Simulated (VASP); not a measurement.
Wanted: the native input for a VASP 6.6.1 run.

| Property | Result |
| --- | --- |
| Task | single point |
| Functional | PBEsol |
| Dispersion | D3(BJ) |
| Potentials or basis | VASP PAW PBE potentials, release 64 (In_d, Se) |
| Cutoff | 520 eV |
| k mesh | 12 × 12 × 12 |
| Occupations | gaussian, width 0.03 eV |
| Spin | no spin polarisation |
| Dipole correction | no |
| Further INCAR settings | ALGO = Normal; EDIFF = 1e-07; NBANDS = 27 |

The structure of InSe lies in POSCAR:

```
InSe
1.0
    1.9399996608      1.1200593264      8.0671699000
   -1.9399996608      1.1200593264      8.0671699000
    0.0000000000     -2.2401186528      8.0671699000
In Se
2 2
Direct
    0.0000000000      0.0000000000      0.0000000000
    0.1122000000      0.1122000000      0.1122000000
    0.6155000000      0.6155000000      0.6155000000
    0.8300000000      0.8300000000      0.8300000000
```

This cell differs from its parent crystal: strain -0.030 along x and y, -0.030 along z.

These files were run (other wordings do the same):

INCAR

```
SYSTEM = InSe
PREC = Accurate
ENCUT = 520
EDIFF = 1E-7
ISMEAR = 0
SIGMA = 0.03
LREAL = .False.
LASPH = .True.
NELM = 100
ALGO = Normal
ISIF = 2
LWAVE = .False.
LCHARG = .False.
GGA = PS
IVDW = 12
NBANDS = 27
```

KPOINTS

```
Automatic mesh
0
Gamma
  12 12 12
  0 0 0
```

Potentials or basis: VASP PAW PBE potentials, release 64 (In_d, Se).

Command:

```bash
$ cat potpaw_PBE.64/In_d/POTCAR potpaw_PBE.64/Se/POTCAR > POTCAR
$ mpirun -np 1 vasp_std > vasp.out
```

It gave:

The pressure is 4.3 GPa, the largest force is 0.802 eV/Å and the band gap on the k mesh is 0.54 eV. The dispersion energy per atom is -0.322 eV.

Caveat: the cell differs from its parent crystal (strain -0.030 along x and y, -0.030 along z); the cell stands under pressure; the PAW data sets were made with another functional, which shifts forces and pressure a little; spin-orbit coupling is left out, which moves the levels of the heavy elements.

Wall time 20 min on 1 thread of Intel(R) Xeon(R) 6975P-C (Granite Rapids) (shared host), peak memory 0.83 GiB.
